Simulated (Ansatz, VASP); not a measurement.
**One calculation of CoCl3, two programs**

```
Co Cl
1.0
     4.33150    0.00000    0.00000
     0.00000    4.33150    0.00000
     0.00000    0.00000    4.33150
Co Cl
1 3
Cartesian
  0.0000 0.0000 0.0000
  0.0000 2.1658 2.1658
  2.1658 0.0000 2.1658
  2.1658 2.1658 0.0000
```

Alike in both runs: functional PBE; k mesh 10 × 10 × 10; occupations gaussian, width 0.1 eV; collinear spin.

Ansatz relaxed the structure, and its values are those at the end. VASP's run is a single point on that final structure, the one shown.

|  | VASP | Ansatz |
| --- | --- | --- |
| version | VASP 6.6.1 | Ansatz 0.2.0 |
| potentials or method | VASP PAW PBE potentials, release 64 (Co, Cl), cutoff 520 eV | scalar-relativistic, plane waves, PAW |
| valence electrons in the cell | 30 | 38 |

|  | VASP | Ansatz | Ansatz less VASP |
| --- | --- | --- | --- |
| gap on the k mesh at the Fermi level (eV) | none | none | - |
| pressure (GPa) | -0.1 | 0.0 | +0.10 |
| net moment per atom (μB) | 1.00 | 1.00 | 0.000 |
| size of the moment on the site where the two differ most (μB) | 0.41 | 0.47 | +0.063 |

Site moments also hang on the region over which each program counts them. A gap of «none» marks a metal or a gap that the smearing closes. VASP's potentials hold 30 valence electrons a cell and Ansatz's 38, so a difference there can come from the potentials and not from the codes.
